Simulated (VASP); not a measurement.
A run of VASP 6.6.1 is set up as follows.

The input INCAR:

```
SYSTEM = CsRu
PREC     = Accurate       ! precision mode
ENCUT    = 520            ! plane-wave cutoff, eV
EDIFF    = 1E-7           ! SCF threshold, eV
ISMEAR   = 1              ! smearing method
SIGMA    = 0.1            ! smearing width, eV
LREAL    = .False.        ! projectors in reciprocal space
LASPH    = .True.         ! aspherical terms in the spheres
NELM     = 100            ! most SCF steps
ALGO     = Fast           ! electronic algorithm
ISIF     = 2              ! what is computed and relaxed
LWAVE    = .False.        ! write WAVECAR
LCHARG   = .True.         ! write CHGCAR
LELF     = .True.         ! ELF
LVHAR    = .True.       
NBANDS   = 18             ! bands
```

File KPOINTS:

```
regular mesh
0
Gamma
  5 5 4
  0 0 0
```

File POSCAR:

```
CsRu
1.0
    4.1756000900      0.0000000000      0.0000000000
   -2.0878000500      3.6161757600      0.0000000000
    0.0000000000      0.0000000000      4.5241393300
Cs Ru
1 1
Direct
   -0.0112100000     -0.0023170000      0.0400830000
    0.3354210000      0.6848380000      0.4922730000
```

Potentials or basis: VASP PAW LDA potentials, release 64 (Cs_sv, Ru_pv).

Command:

```bash
$ cat potpaw_LDA.64/Cs_sv/POTCAR potpaw_LDA.64/Ru_pv/POTCAR > POTCAR
$ mpirun -np 1 vasp_std > vasp.out
```

Question: Estimate the largest force.

Answer: 0.092 eV/Å.

Question: Predict the band gap on the k mesh.

Answer: Zero (an odd number of electrons rules out a gap without spin polarisation).

Question: What does it give for the pressure?

Answer: -7.0 GPa.

Stress tensor (GPa, compression positive):
```
-8.18  0.00  0.01
 0.00 -8.15  0.09
 0.01  0.09 -4.67
```

Caveat: the cell stands under tension; spin-orbit coupling is left out, which moves the levels of the heavy elements.
